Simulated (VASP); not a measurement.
Write the native input for VASP 6.6.1 that does the following.

* Task: single point
* Functional: PBE
* Potentials or basis: VASP PAW PBE potentials, release 64 (Ru_pv)
* Cutoff: 520 eV
* k mesh: 12 × 12 × 12
* Occupations: fermi-dirac, width 0.0612256 eV
* Spin: no spin polarisation
* Dipole correction: no
* Further INCAR settings: ALGO = Normal; EDIFF = 1e-06; NBANDS = 21

The structure of Ru lies in POSCAR:

```
Ru
1.0
    0.0000000000      2.7641401493      2.7641401493
    2.7641401493      0.0000000000      2.7641401493
    2.7641401493      2.7641401493      0.0000000000
Ru
2
Direct
    0.0000000000      0.0000000000      0.0000000000
    0.2500000000      0.2500000000      0.2500000000
```

One way to write it, as run:

INCAR

```
  ALGO = Normal
  EDIFF = 1E-6
  ENCUT = 520
  GGA = PE
  ISIF = 2
  ISMEAR = -1
  LASPH = T
  LCHARG = T
  LELF = T
  LREAL = F
  LVHAR = T
  LWAVE = F
  NBANDS = 21
  NELM = 100
  PREC = Accurate
  SIGMA = 0.06122561905347299
```

KPOINTS

```
k-points
0
Gamma
  12 12 12
```

Potentials or basis: VASP PAW PBE potentials, release 64 (Ru_pv).

The run is started by

```bash
$ cat potpaw_PBE.64/Ru_pv/POTCAR > POTCAR
$ mpirun -np 1 vasp_std > vasp.out
```

Results of the run:

The pressure is -5.8 GPa. The band gap on the k mesh is zero (band 14 reaches 6.85 eV, above the bottom of band 15 at 6.04 eV).

Wall time 68 s on 1 thread of AMD EPYC 7R43 64-Core Processor (Zen 3), with other jobs on the host, peak memory 0.16 GiB.
